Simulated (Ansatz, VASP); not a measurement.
## One calculation of SiC, two programs

```
Si C
1.0
     0.00000    2.17841    2.17841
     2.17841    0.00000    2.17841
     2.17841    2.17841    0.00000
Si C
1 1
Cartesian
  0.0000 0.0000 0.0000
  3.2676 3.2676 3.2676
```

Alike in both runs: functional PBEsol; k mesh 16 × 16 × 16; occupations fermi-dirac, width 0.05 eV; no spin polarisation.

Ansatz relaxed the structure, and its values are those at the end. VASP's run is a single point on that final structure, the one shown.

|  | VASP | Ansatz |
| --- | --- | --- |
| version | VASP 6.6.1 | Ansatz 0.2.0 |
| potentials or method | VASP PAW PBE potentials, release 64 (Si, C) | PAW with Ansatz's default frozen-core files, scalar-relativistic |
| plane-wave cutoff (eV) | 520 | 420 |
| valence electrons in the cell | 8 | 8 |

Ansatz gave:

| Quantity | Value |
| --- | --- |
| pressure (GPa) | 0.0 |

Q: Estimate VASP's values.

A: Pressure (GPa): 0.4.

VASP's potentials were made for PBE, not for PBEsol.
